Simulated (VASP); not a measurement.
# GaAs in VASP: single point with PBE+D3(BJ)

Aim: the single point of GaAs with PBE+D3(BJ).

Everything below comes from runs of VASP 6.6.1. Logs are shortened: lines on timing, memory, paths and dates and some standing lists are left out, and cuts for length are marked.

## (1) The cell of the first run

The cell holds a slab with vacuum, 4 atoms: a = 4.014 Å, b = 4.014 Å, c = 18.257 Å, α = 90.00°, β = 90.00°, γ = 90.00°.

## (2) Single point, PBE+D3(BJ)

Input file INCAR:

```
SYSTEM = GaAs
PREC     = Accurate       ! precision mode
ENCUT    = 520            ! plane-wave cutoff, eV
EDIFF    = 1E-6           ! SCF threshold, eV
ISMEAR   = 0              ! smearing method
SIGMA    = 0.05           ! smearing width, eV
LREAL    = .False.        ! projectors in reciprocal space
LASPH    = .True.         ! aspherical terms in the spheres
NELM     = 60             ! most SCF steps
ALGO     = Normal         ! electronic algorithm
ISIF     = 2              ! what is computed and relaxed
LWAVE    = .False.        ! write WAVECAR
LCHARG   = .False.        ! write CHGCAR
LDIPOL   = .True.       
IDIPOL   = 3            
DIPOL    = 0.5 0.5 0.503
GGA      = PE             ! functional
IVDW     = 12             ! dispersion correction
NBANDS   = 26             ! bands
```

Input file KPOINTS:

```
Automatic mesh
0
Gamma
  7 7 1
  0 0 0
```

Input file POSCAR:

```
GaAs
1.0
    4.0137031116      0.0000000000      0.0000000000
    0.0000000000      4.0137031116      0.0000000000
    0.0000000000      0.0000000000     18.2571750318
As Ga
2 2
Direct
    0.0000000000      0.5000000000      0.3834109049
    0.5000000000      0.0000000000      0.5456471733
    0.5000000000      0.5000000000      0.4611369683
    0.0000000000      0.0000000000      0.6227717280
```

Potentials or basis: VASP PAW PBE potentials, release 64 (As, Ga_d).

The run is started by

```console
> cat potpaw_PBE.64/As/POTCAR potpaw_PBE.64/Ga_d/POTCAR > POTCAR
> mpirun -np 1 vasp_std > vasp.out
```

OUTCAR:

```text
SYSTEM = GaAs
   PREC = Accurate
   ENCUT = 520
   EDIFF = 1E-6
   ISMEAR = 0
   LREAL = .False.
   LASPH = .True.
   NELM = 60
   ISIF = 2
   GGA = PE
   IVDW = 12
 IVDW          = 12

 ion  position               nearest neighbor table
   1  0.000  0.500  0.383-   3 2.46   3 2.46
   2  0.500  0.000  0.546-   4 2.45   4 2.45   3 2.53   3 2.53
   3  0.500  0.500  0.461-   1 2.46   1 2.46   2 2.53   2 2.53
   4  0.000  0.000  0.623-   2 2.45   2 2.45

  LATTYP: Found a simple tetragonal cell.
 ALAT       =     4.0137031116
 C/A-ratio  =     4.5487108847

  Lattice vectors:

 A1 = (   4.0137031116,   0.0000000000,   0.0000000000)
 A2 = (   0.0000000000,   4.0137031116,   0.0000000000)
 A3 = (   0.0000000000,   0.0000000000,  18.2571750318)

Analysis of symmetry for initial positions (statically):
=====================================================================
 Subroutine PRICEL returns:
 Original cell was already a primitive cell.

 Routine SETGRP: Setting up the symmetry group for a
 simple tetragonal supercell.

 Subroutine GETGRP returns: Found  4 space group operations
 (whereof  4 operations were pure point group operations)
 out of a pool of 16 trial point group operations.

The static configuration has the point symmetry C_2v.

Analysis of symmetry for dynamics (positions and initial velocities):
=====================================================================
 Subroutine PRICEL returns:
 Original cell was already a primitive cell.

 Routine SETGRP: Setting up the symmetry group for a
 simple tetragonal supercell.

 Subroutine GETGRP returns: Found  4 space group operations
 (whereof  4 operations were pure point group operations)
 out of a pool of 16 trial point group operations.

The dynamic configuration has the point symmetry C_2v.

 Subroutine INISYM returns: Found  4 space group operations
 (whereof  4 operations are pure point group operations),
 and found     1 'primitive' translations

----------------------------------------------------------------------------------------

                                     Primitive cell

  volume of cell :     294.1197

  direct lattice vectors                    reciprocal lattice vectors
     4.013703112  0.000000000  0.000000000     0.249146479  0.000000000  0.000000000
     0.000000000  4.013703112  0.000000000     0.000000000  0.249146479  0.000000000
     0.000000000  0.000000000 18.257175032     0.000000000  0.000000000  0.054772986

  length of vectors
     4.013703112  4.013703112 18.257175032     0.249146479  0.249146479  0.054772986

  position of ions in fractional coordinates (direct lattice)
     0.000000000  0.500000000  0.383410905
     0.500000000  0.000000000  0.545647173
     0.500000000  0.500000000  0.461136968
     0.000000000  0.000000000  0.622771728

  ion indices of the primitive-cell ions
   primitive index   ion index
                 1           1
                 2           2
                 3           3
                 4           4

----------------------------------------------------------------------------------------

 KPOINTS: Automatic mesh

Automatic generation of k-mesh.
 Grid dimensions read from file:
 generate k-points for:    7    7    1

 Generating k-lattice:

  Cartesian coordinates                     Fractional coordinates (reciprocal lattice)
     0.035592354  0.000000000  0.000000000     0.142857143  0.000000000  0.000000000
     0.000000000  0.035592354  0.000000000     0.000000000  0.142857143  0.000000000
     0.000000000  0.000000000  0.054772986     0.000000000  0.000000000  1.000000000

  Length of vectors
     0.035592354  0.035592354  0.054772986

  Shift w.r.t. Gamma in fractional coordinates (k-lattice)
     0.000000000  0.000000000  0.000000000

 Subroutine IBZKPT returns following result:
 ===========================================

 Found     16 irreducible k-points:

 Following reciprocal coordinates:
            Coordinates               Weight
  0.000000  0.000000  0.000000      1.000000
  0.142857  0.000000  0.000000      2.000000
  0.000000  0.142857  0.000000      2.000000
  0.285714  0.000000  0.000000      2.000000
  0.000000  0.285714  0.000000      2.000000
  0.428571  0.000000  0.000000      2.000000
[... 8 lines left out ...]
 -0.285714  0.428571  0.000000      4.000000
  0.428571  0.428571  0.000000      4.000000
   k-points           NKPTS =     16   k-points in BZ     NKDIM =     16   number of bands    NBANDS=     26
   number of dos      NEDOS =    301   number of ions     NIONS =      4
   total plane-waves  NPLWV = 126000
   dimension x,y,z NGX =    30 NGY =   30 NGZ =  140
   dimension x,y,z NGXF=    60 NGYF=   60 NGZF=  280
   ions per type =               2   2
   NGX,Y,Z   is equivalent  to a cutoff of  12.43, 12.43, 12.75 a.u.
   NGXF,Y,Z  is equivalent  to a cutoff of  24.85, 24.85, 25.50 a.u.
 SYSTEM =  GaAs
   PREC   = accura    normal or accurate (medium, high low for compatibility)
   ISTART =      0    job   : 0-new  1-cont  2-samecut
   ICHARG =      2    charge: 1-file 2-atom 10-const
   ISPIN  =      1    spin polarized calculation?
   LNONCOLLINEAR =      F non collinear calculations
   LSORBIT =      F    spin-orbit coupling
   LASPH  =      T    aspherical Exc in radial PAW
   ENCUT  =  520.0 eV  38.22 Ry    6.18 a.u.   7.46  7.46 33.95*2*pi/ulx,y,z
   NELM   =     60;   NELMIN=  2; NELMDL= -5     # of ELM steps
   EDIFF  = 0.1E-05   stopping-criterion for ELM
   LREAL  =      F    real-space projection
   EDIFFG = 0.1E-04   stopping-criterion for IOM
   NSW    =      0    number of steps for IOM
   IBRION =     -1    ionic relax: 0-MD 1-quasi-New 2-CG
   NFREE  =      0    steps in history (QN), initial steepest desc. (CG)
   ISIF   =      2    stress and relaxation
   ISYM   =      2    0-nonsym 1-usesym 2-fastsym
   POTIM  = 0.5000    time-step for ionic-motion
   TEBEG  =    0.0;   TEEND  =   0.0 temperature during run
   PSTRESS=    0.0 pullay stress
   NELECT =      36.0000    total number of electrons
   NUPDOWN=      -1.0000    fix difference up-down
   EMIN   =  10.00;   EMAX   =-10.00  energy-range for DOS
   EFERMI =   0.00;   METHOD = LEGACY
   ISMEAR =     0;   SIGMA  =   0.05  broadening in eV -4-tet -1-fermi 0-gaus
   EFERMI_NEDOS =   21; number of points for ismear=-14 and -15
   IALGO  =     38    algorithm
   IMIX   =      4    mixing-type and parameters
     AMIX     =   0.40;   BMIX     =  1.00
     AMIX_MAG =   1.60;   BMIX_MAG =  1.00
  volume/ion in A,a.u.               =      73.53       496.20
  Fermi-wavevector in a.u.,A,eV,Ry     =   0.812832  1.536030  8.989320  0.660696
  Thomas-Fermi vector in A             =   1.922447
   LORBIT       =      0    0 simple, 1 ext, 2 COOP (PROOUT), +10 PAW based schemes
   GGA     = PE    functional components
   LHFCALC =     F    Hartree Fock is set to
   AEXX    =    0.0000 exact exchange contribution
   IVDW    =    12    specifies the selected vdW correction
   LEPSILON=     F    determine dielectric tensor
   LRPA    =     F    only Hartree local field effects (RPA)
 non-spin polarized calculation
 Gauss-broadening in eV      SIGMA  =   0.05
  energy-cutoff  :      520.00
  volume of cell :      294.12
 maximum number of plane-waves:      7979
 NGX is ok and might be reduce to    30
   NGX = 15   NGY = 15   NGZ = 67

 number of electron      36.0000012 magnetization

 dipolmoment           0.000000      0.000000     -0.112294 electrons x Angstroem

 Free energy of the ion-electron system (eV)
  ---------------------------------------------------
  ext. energy  EPLUGINS =         0.00000000
  ---------------------------------------------------
  free energy    TOTEN  =       -13.77601126 eV

  energy without entropy =      -13.77058355  energy(sigma->0) =      -13.77329741

 E-fermi :  -2.2424     XC(G=0):  -3.9604

 val. band max:       -2.2567422721   @ k =   0.1429   0.1429   0.0000
 cond. band min:      -2.2141718428   @ k =   0.2857   0.2857   0.0000
 fundamental gap:      0.0425704293
 Fermi energy:        -2.2423855404

 k-point     1 :       0.0000    0.0000    0.0000
  band No.  band energies     occupation
      1     -17.1498      2.00000
      2     -17.0745      2.00000
      3     -17.0367      2.00000
      4     -17.0268      2.00000
      5     -17.0032      2.00000
      6     -16.6606      2.00000
[... 18 lines left out ...]
     25       2.7787      0.00000
     26       3.0514      0.00000

 k-point     2 :       0.1429    0.0000    0.0000
  band No.  band energies     occupation
      1     -17.1452      2.00000
      2     -17.0742      2.00000
      3     -17.0411      2.00000
      4     -17.0383      2.00000
      5     -16.9936      2.00000
      6     -16.6571      2.00000
[... 18 lines left out ...]
     25       2.6236      0.00000
     26       3.2260      0.00000

 k-point     3 :       0.0000    0.1429    0.0000
  band No.  band energies     occupation
      1     -17.1476      2.00000
      2     -17.0756      2.00000
      3     -17.0377      2.00000
      4     -17.0267      2.00000
      5     -17.0029      2.00000
      6     -16.6630      2.00000
[... 18 lines left out ...]
     25       2.8854      0.00000
     26       3.2536      0.00000

 k-point     4 :       0.2857    0.0000    0.0000
  band No.  band energies     occupation
      1     -17.1338      2.00000
      2     -17.0734      2.00000
      3     -17.0669      2.00000
      4     -17.0421      2.00000
      5     -16.9790      2.00000
      6     -16.6489      2.00000
[... 18 lines left out ...]
     25       3.4060      0.00000
     26       3.6157      0.00000
[... 264 lines left out ...]
      1     -17.1119      2.00000
      2     -17.0887      2.00000
      3     -17.0761      2.00000
      4     -17.0491      2.00000
      5     -16.9683      2.00000
      6     -16.6619      2.00000
[... 18 lines left out ...]
     25       3.8524      0.00000
     26       4.5270      0.00000

 k-point    15 :      -0.2857    0.4286    0.0000
  band No.  band energies     occupation
      1     -17.1224      2.00000
      2     -17.0787      2.00000
      3     -17.0638      2.00000
      4     -17.0478      2.00000
      5     -16.9784      2.00000
      6     -16.6769      2.00000
[... 18 lines left out ...]
     25       3.9478      0.00000
     26       4.3898      0.00000

 k-point    16 :       0.4286    0.4286    0.0000
  band No.  band energies     occupation
      1     -17.1077      2.00000
      2     -17.0874      2.00000
      3     -17.0779      2.00000
      4     -17.0514      2.00000
      5     -16.9681      2.00000
      6     -16.6725      2.00000
[... 18 lines left out ...]
     25       3.9167      0.00000
     26       4.5678      0.00000

------------------------ aborting loop because EDIFF is reached ----------------------------------------

 vacuum level on the upper side and lower side of the slab       (xc-potential included)        -0.679         0.497

 Edisp (eV)   -0.82648

 E8    (eV) :    -0.3869

  FORCE on cell =-STRESS in cart. coord.  units (eV):
  Direction    XX          YY          ZZ          XY          YZ          ZX
  --------------------------------------------------------------------------------------
  -------------------------------------------------------------------------------------
  Total      -0.64138    -1.95700    -0.39232     0.00000     0.00000     0.00000
  in kB      -3.49384   -10.66047    -2.13710     0.00000     0.00000     0.00000
  external pressure =       -5.43 kB  Pullay stress =        0.00 kB

 VOLUME and BASIS-vectors are now :
 -----------------------------------------------------------------------------
  energy-cutoff  :      520.00
  volume of cell :      294.12
      direct lattice vectors                 reciprocal lattice vectors
     4.013703112  0.000000000  0.000000000     0.249146479  0.000000000  0.000000000
     0.000000000  4.013703112  0.000000000     0.000000000  0.249146479  0.000000000
     0.000000000  0.000000000 18.257175032     0.000000000  0.000000000  0.054772986

 POSITION                                       TOTAL-FORCE (eV/Angst)
 -----------------------------------------------------------------------------------
      0.00000      2.00685      7.00000         0.000000      0.000000      0.312215
      2.00685      0.00000      9.96198         0.000000      0.000000     -0.006508
      2.00685      2.00685      8.41906         0.000000      0.000000     -0.330019
      0.00000      0.00000     11.37005         0.000000      0.000000      0.024312
 -----------------------------------------------------------------------------------
    total drift:                                0.000000      0.000000      0.001635

  FREE ENERGIE OF THE ION-ELECTRON SYSTEM (eV)
  ---------------------------------------------------
  free  energy   TOTEN  =       -14.6024941011 eV

  energy  without entropy=      -14.5970663979  energy(sigma->0) =      -14.59978025

 vacuum level on the upper side and lower side of the slab         2.064         3.279
```

Wall time 4.3 min (1 thread of Intel Xeon 8259CL, shared host); peak memory 0.41 GiB.

What came out:

```yaml
Free_energy: -14.6025 eV
Largest_force: 0.330 eV/Å
Band_gap_on_the_k_mesh: zero (bands 18 and 19 overlap by 0.47 eV)
Dispersion_energy_per_atom: -0.207 eV
```

Forces in eV/Å, atoms in the order of the input:
```
As   0.000  0.000  0.312
As   0.000  0.000 -0.007
Ga   0.000  0.000 -0.330
Ga   0.000  0.000  0.024
```
